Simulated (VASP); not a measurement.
# MgSn3S6: single point with PBE

MgSn3S6:

```
Mg Sn S
1.0
     6.26943    0.00000    0.00000
    -3.13472    5.42949    0.00000
     0.00000    0.00000    5.77761
Mg Sn S
1 3 6
Cartesian
  0.0000 0.0000 0.0000
  0.0000 3.6197 0.0000
  3.1347 1.8098 0.0000
  0.0000 0.0000 2.8888
  2.0902 0.0000 1.4444
  -1.0451 1.8102 1.4444
  2.0896 3.6193 1.4444
  -2.0896 3.6193 4.3332
  4.1792 0.0000 4.3332
  1.0451 1.8102 4.3332
```

The cell was built from a structure type or drawn by symmetry, and may not be a known phase.

```json
{
  "Program": "VASP 6.6.1",
  "Task": "single point",
  "Functional": "PBE",
  "Potentials or basis": "VASP PAW PBE potentials, release 64 (Mg, Sn_d, S)",
  "Cutoff": "520 eV",
  "k mesh": "3 × 3 × 4",
  "Occupations": "gaussian, width 0.1 eV",
  "Spin": "no spin polarisation"
}
```

```json
{
  "Pressure": "14.8 GPa",
  "Largest force": "0.374 eV/Å",
  "Band gap on the k mesh": "zero (bands 40 and 41 overlap by 0.61 eV)"
}
```

Forces on the atoms (eV/Å):
```
Mg   0.000  0.000  0.000
Sn   0.000  0.000  0.000
Sn   0.000  0.000  0.000
Sn   0.000  0.000  0.000
S    0.357  0.000  0.111
S   -0.179  0.309  0.111
S   -0.179 -0.309  0.111
S    0.179 -0.309 -0.111
S   -0.357  0.000 -0.111
S    0.179  0.309 -0.111
```

Stress tensor (GPa, compression positive):
```
13.22  0.00  0.00
 0.00 13.22  0.00
 0.00  0.00 18.00
```

Levels at points of the mesh, in eV from the Fermi level:
```csv
k point,band 37,band 38,band 39,band 40,band 41,band 42,band 43,band 44
"(0.00, 0.00, 0.00)",-2.18,-2.05,-2.05,-1.61,0.27,1.69,2.86,3.99
"(0.00, 0.00, 0.50)",-1.95,-1.94,-1.94,0.11,0.30,1.57,1.57,1.57
```

It took 2.1 min on 1 thread of Intel(R) Xeon(R) Platinum 8488C (Sapphire Rapids), on a shared host, peak memory 0.37 GiB.

Caveat: the k points lie up to 0.39 Å⁻¹ apart, too coarse for converged energies and pressures of a metal; semilocal functionals underestimate gaps, so a narrow gap can read as zero; spin-orbit coupling is left out, which moves the levels of the heavy elements.
